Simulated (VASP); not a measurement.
# NiO (F-43m) in VASP: elastic constants with PBEsol

Aim: the elastic constants of NiO with PBEsol.

Everything below comes from runs of VASP 6.6.1. Logs are shortened: lines on timing, memory, paths and dates and some standing lists are left out, and cuts for length are marked.

**1. The cell of the first run**

It takes space group F-43m (No. 216, cubic). Conventional cell: a = 4.398 Å, b = 4.398 Å, c = 4.398 Å, α = 90.00°, β = 90.00°, γ = 90.00°. Within 2.5 Å of Ni (site symmetry -43m) lie 4 O at 1.90 Å. Within 2.5 Å of O (site symmetry -43m) lie 4 Ni at 1.90 Å.

**2. Elastic constants, PBEsol, collinear spin, ferromagnetic start**

File INCAR:

```
PREC = Accurate
ENCUT = 600
EDIFF = 1E-8
ISMEAR = 0
SIGMA = 0.05
LREAL = F
LASPH = T
NELM = 150
ALGO = Fast
ISIF = 3
LWAVE = F
LCHARG = T
ISPIN = 2
MAGMOM = 1.44 0
LORBIT = 11
LMAXMIX = 4
GGA = PS
IBRION = 6
NFREE = 2
POTIM = 0.015
NSW = 1
```

File KPOINTS:

```
Automatic mesh
0
Gamma
  12 12 12
```

File POSCAR:

```
NiO
1.0
    0.0000000000      2.1987739309      2.1987739309
    2.1987739309      0.0000000000      2.1987739309
    2.1987739309      2.1987739309      0.0000000000
Ni O
1 1
Direct
    0.0000000000      0.0000000000      0.0000000000
    0.2500000000      0.2500000000      0.2500000000
```

Potentials or basis: VASP PAW PBE potentials, release 64 (Ni, O).

Run with:

```sh
$ cat potpaw_PBE.64/Ni/POTCAR potpaw_PBE.64/O/POTCAR > POTCAR
$ mpirun -np 1 vasp_std > vasp.out
```

OUTCAR:

```text
PREC = Accurate
   ENCUT = 600
   EDIFF = 1E-8
   ISMEAR = 0
   LREAL = F
   LASPH = T
   NELM = 150
   ISIF = 3
   ISPIN = 2
   LORBIT = 11
   GGA = PS
   IBRION = 6
   NFREE = 2
   POTIM = 0.015
   NSW = 1

 ion  position               nearest neighbor table
   1  0.000  0.000  0.000-   2 1.90   2 1.90   2 1.90   2 1.90
   2  0.250  0.250  0.250-   1 1.90   1 1.90   1 1.90   1 1.90

  LATTYP: Found a face centered cubic cell.
 ALAT       =     4.3975478618

  Lattice vectors:

 A1 = (   0.0000000000,   2.1987739309,   2.1987739309)
 A2 = (   2.1987739309,   0.0000000000,   2.1987739309)
 A3 = (   2.1987739309,   2.1987739309,   0.0000000000)

Analysis of symmetry for initial positions (statically):
=====================================================================
 Subroutine PRICEL returns:
 Original cell was already a primitive cell.

 Routine SETGRP: Setting up the symmetry group for a
 face centered cubic supercell.

 Subroutine GETGRP returns: Found 24 space group operations
 (whereof 24 operations were pure point group operations)
 out of a pool of 48 trial point group operations.

The static configuration has the point symmetry T_d .

Analysis of symmetry for dynamics (positions and initial velocities):
=====================================================================
 Subroutine PRICEL returns:
 Original cell was already a primitive cell.

 Routine SETGRP: Setting up the symmetry group for a
 face centered cubic supercell.

 Subroutine GETGRP returns: Found 24 space group operations
 (whereof 24 operations were pure point group operations)
 out of a pool of 48 trial point group operations.

The dynamic configuration has the point symmetry T_d .

Analysis of structural, dynamic, and magnetic symmetry:
=====================================================================
 Subroutine PRICEL returns:
 Original cell was already a primitive cell.

 Routine SETGRP: Setting up the symmetry group for a
 face centered cubic supercell.

 Subroutine GETGRP returns: Found 24 space group operations
 (whereof 24 operations were pure point group operations)
 out of a pool of 48 trial point group operations.

The overall configuration has the point symmetry T_d .

 Subroutine INISYM returns: Found 24 space group operations
 (whereof 24 operations are pure point group operations),
 and found     1 'primitive' translations

----------------------------------------------------------------------------------------

                                     Primitive cell

  volume of cell :      21.2604

  direct lattice vectors                    reciprocal lattice vectors
     0.000000000  2.198773931  2.198773931    -0.227399458  0.227399458  0.227399458
     2.198773931  0.000000000  2.198773931     0.227399458 -0.227399458  0.227399458
     2.198773931  2.198773931  0.000000000     0.227399458  0.227399458 -0.227399458

  length of vectors
     3.109535914  3.109535914  3.109535914     0.393867415  0.393867415  0.393867415

  position of ions in fractional coordinates (direct lattice)
     0.000000000  0.000000000  0.000000000
     0.250000000  0.250000000  0.250000000

  ion indices of the primitive-cell ions
   primitive index   ion index
                 1           1
                 2           2

----------------------------------------------------------------------------------------

 KPOINTS: Automatic mesh

Automatic generation of k-mesh.
 Grid dimensions read from file:
 generate k-points for:   12   12   12

 Generating k-lattice:

[... 212 lines left out ...]
  FREE ENERGIE OF THE ION-ELECTRON SYSTEM (eV)
  ---------------------------------------------------
  free  energy   TOTEN  =       -12.4988985956 eV

  energy  without entropy=      -12.4971562010  energy(sigma->0) =      -12.49802740

[... ionic steps 4 to 14 ...]

--------------------------------------- Ionic step       15  -------------------------------------------

 number of electron      15.9999999 magnetization       1.6984480

------------------------ aborting loop because EDIFF is reached ----------------------------------------
[... 67 lines left out ...]
--------------------------------------- Ionic step       17  -------------------------------------------

 number of electron      15.9999998 magnetization       1.6984397

 Free energy of the ion-electron system (eV)
  ---------------------------------------------------
  ext. energy  EPLUGINS =         0.00000000
  ---------------------------------------------------
  free energy    TOTEN  =       -12.50047482 eV

  energy without entropy =      -12.49861894  energy(sigma->0) =      -12.49954688

 E-fermi :   6.1049     XC(G=0): -11.8244

 val. band max:        6.1039095489   @ k =   0.0833   0.2500  -0.0833
 cond. band min:       6.1091513408   @ k =   0.3333   0.1667   0.5000
 fundamental gap:      0.0052417920
 Fermi energy:         6.1048722255

 spin component 1

 k-point     1 :       0.0000    0.0000    0.0000
  band No.  band energies     occupation
      1     -14.2428      1.00000
      2      -0.2615      1.00000
      3      -0.2193      1.00000
      4      -0.1753      1.00000
      5       3.6791      1.00000
      6       3.6799      1.00000
      7       6.4791      0.00000
      8       6.4814      0.00000
      9       6.5379      0.00000
     10       6.5969      0.00000
     11      20.6824      0.00000
     12      20.6832      0.00000
     13      20.6851      0.00000
[... 356 lines left out ...]
      2      -1.0155      1.00000
      3      -0.0396      1.00000
      4       0.2562      1.00000
      5       3.3987      1.00000
      6       3.6671      1.00000
      7       3.9001      1.00000
      8       5.0930      1.00000
      9       5.4827      1.00000
     10      13.0381      0.00000
     11      13.7302      0.00000
     12      18.1859      0.00000
     13      20.4638      0.00000

 [... further k-points ...]

 spin component 2

 k-point     1 :       0.0000    0.0000    0.0000
  band No.  band energies     occupation
      1     -13.7168      1.00000
      2       0.5963      1.00000
      3       0.6422      1.00000
      4       0.6895      1.00000
      5       4.7220      1.00000
      6       4.7224      1.00000
      7       6.8368      0.00000
      8       7.8626      0.00000
      9       7.8952      0.00000
     10       7.9194      0.00000
     11      20.9178      0.00000
     12      20.9178      0.00000
     13      20.9189      0.00000
[... 397 lines left out ...]
  FREE ENERGIE OF THE ION-ELECTRON SYSTEM (eV)
  ---------------------------------------------------
  free  energy   TOTEN  =       -12.5004748203 eV

  energy  without entropy=      -12.4986189387  energy(sigma->0) =      -12.49954688

 INTERNAL STRAIN TENSORS FROM STRAINED CELLS
 ============================================

 INTERNAL STRAIN TENSOR FOR ION    1 for displacements in x,y,z  (eV/Angst):
          X           Y           Z          XY          YZ          ZX
  --------------------------------------------------------------------------------
  x     0.00000    -0.00000    -0.00000     0.00000     8.23286    -0.00000
  y     0.00000    -0.00000    -0.00000     0.00000     0.00000     8.23421
  z     0.00000    -0.00000     0.00000     8.23452     0.00000     0.00000

 INTERNAL STRAIN TENSORS FROM DISPLACED ATOMS
 ============================================

 INTERNAL STRAIN TENSOR FOR ION    1 for displacements in x,y,z  (eV/Angst):
          X           Y           Z          XY          YZ          ZX
  --------------------------------------------------------------------------------
  x     0.00000     0.00000     0.00000     0.00000     8.26403     0.00000
  y    -0.00000     0.00000    -0.00000     0.00000     0.00000     8.26403
  z     0.00000     0.00000     0.00000     8.26403     0.00000     0.00000

 INTERNAL STRAIN TENSOR FOR ION    2 for displacements in x,y,z  (eV/Angst):
          X           Y           Z          XY          YZ          ZX
  --------------------------------------------------------------------------------
  x     0.00000     0.00000     0.00000     0.00000    -8.26944     0.00000
  y     0.00000     0.00000     0.00000     0.00000     0.00000    -8.26944
  z     0.00000     0.00000     0.00000    -8.26944     0.00000     0.00000

 Eigenvectors and eigenvalues of the dynamical matrix
 ----------------------------------------------------

   1 f  =   13.389803 THz    84.130615 2PiTHz  446.635758 cm-1    55.375751 meV
             X         Y         Z           dx          dy          dz
      0.000000  0.000000  0.000000     0.000000    0.462837    0.000000
      1.099387  1.099387  1.099387     0.000000   -0.886443    0.000000
[... 21 lines left out ...]
   6 f/i=    0.000011 THz     0.000071 2PiTHz    0.000378 cm-1     0.000047 meV
             X         Y         Z           dx          dy          dz
      0.000000  0.000000  0.000000     0.000000    0.000000    0.886443
      1.099387  1.099387  1.099387     0.000000    0.000000    0.462837

--------------------------------------------------------------------------------------------------------

 ELASTIC MODULI CONTR FROM IONIC RELAXATION (kBar)
 Direction    XX          YY          ZZ          XY          YZ          ZX
 --------------------------------------------------------------------------------
 XX          -0.0000     -0.0000      0.0000     -0.0000      0.0000      0.0000
 YY          -0.0000     -0.0000     -0.0000     -0.0000     -0.0000      0.0000
 ZZ           0.0000     -0.0000     -0.0000      0.0000     -0.0000      0.0000
 XY          -0.0000     -0.0000      0.0000   -558.3916     -0.0000      0.0000
 YZ           0.0000     -0.0000     -0.0000     -0.0000   -558.3916     -0.0000
 ZX           0.0000      0.0000      0.0000      0.0000     -0.0000   -558.3916
 --------------------------------------------------------------------------------

 TOTAL ELASTIC MODULI (kBar)
 Direction    XX          YY          ZZ          XY          YZ          ZX
 --------------------------------------------------------------------------------
 XX        1799.5305   1566.7828   1566.7828     -0.0000      0.0000      0.0000
 YY        1566.7828   1799.5305   1566.7828      0.0000     -0.0000      0.0000
 ZZ        1566.7828   1566.7828   1799.5305      0.0000     -0.0000      0.0000
 XY          -0.0000      0.0000      0.0000    456.1103     -0.0000      0.0000
 YZ           0.0000     -0.0000     -0.0000     -0.0000    456.1103     -0.0000
 ZX           0.0000      0.0000      0.0000      0.0000     -0.0000    456.1103
 --------------------------------------------------------------------------------

 total charge

# of ion       s       p       d       tot
------------------------------------------
    1        0.406   0.540   8.295   9.242
    2        1.549   3.422   0.000   4.970
--------------------------------------------------
tot          1.955   3.962   8.295  14.212

 magnetization (x)

# of ion       s       p       d       tot
------------------------------------------
    1        0.003   0.040   1.292   1.335
    2        0.015   0.301   0.000   0.316
--------------------------------------------------
tot          0.018   0.342   1.292   1.652
```

Run time: 1.7 h. Hardware: 1 thread of Oxide Virtual Turin-like, shared host; peak memory 0.54 GiB.

What came out:

- Net moment: 1.70 μB per cell
- Site moments: Ni +1.33; O +0.32 μB
- Valence electrons inside the program's atomic spheres: Ni 9.24; O 4.97
- Elastic constants C11, C12, C44: 180, 157, 46 GPa
- Voigt bulk modulus: 164 GPa
- Highest phonon frequency at Γ, LO-TO splitting left out: 447 cm⁻¹

Phonon frequencies in cm⁻¹ (negative: imaginary):
```csv
q point,frequencies
"(0.000, 0.000, 0.000)",0 0 0 447 447 447
```

Elastic tensor in Voigt notation (GPa, in the Cartesian axes of the cell as first typed):
```
180 157 157   0   0   0
157 180 157   0   0   0
157 157 180   0   0   0
  0   0   0  46   0   0
  0   0   0   0  46   0
  0   0   0   0   0  46
```

Clamped-ion elastic tensor (GPa):
```
180 157 157   0   0   0
157 180 157   0   0   0
157 157 180   0   0   0
  0   0   0 101   0   0
  0   0   0   0 101   0
  0   0   0   0   0 101
```

Caveat: the PAW data sets were made with another functional, which shifts forces and pressure a little; a cell with one magnetic atom can't hold antiferromagnetic order, which such compounds often take.
